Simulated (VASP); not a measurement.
The system is Be.

```
Be
1.0
     2.28530    0.00000    0.00000
    -1.14265    1.97913    0.00000
     0.00000    0.00000    3.58420
Be
2
Direct
  0.33333 0.66667 0.25000
  0.66667 0.33333 0.75000
```

| Property | Result |
| --- | --- |
| Program | VASP 6.6.1 |
| Task | relaxation of cell and atoms |
| Functional | LDA |
| Potentials or basis | VASP PAW LDA potentials, release 64 (Be) |
| Cutoff | 600 eV |
| k mesh | 23 × 23 × 13 |
| Occupations | fermi-dirac, width 0.05 eV |
| Spin | no spin polarisation |

At the start: pressure -7.9 GPa; volume 8.11 Å³/atom.

Q: How do energy, volume and symmetry change on relaxing?

A: Over 5 steps the energy falls by 13.7 meV/atom and the volume is 7.57 Å³/atom (-6.6 %); space group P6_3/mmc (No. 194, to 0.1 Å) before and after.

Step by step:
| step | energy change (eV) | largest force (eV/Å) | pressure (GPa) | volume (Å³) |
| --- | --- | --- | --- | --- |
| 1 | 0.0000 | 0.0000 | -7.89 | 16.21 |
| 2 | -0.0268 | 0.0000 | -1.16 | 15.29 |
| 3 | -0.0273 | 0.0000 | -0.02 | 15.16 |
| 4 | -0.0273 | 0.0000 | 0.16 | 15.14 |
| 5 | -0.0275 | 0.0000 | 0.15 | 15.13 |

Final structure:
```
Be
1.0
     2.23044    0.00000    0.00000
    -1.11522    1.93162    0.00000
     0.00000    0.00000    3.51279
Be
2
Direct
  0.33333 0.66667 0.25000
  0.66667 0.33333 0.75000
```
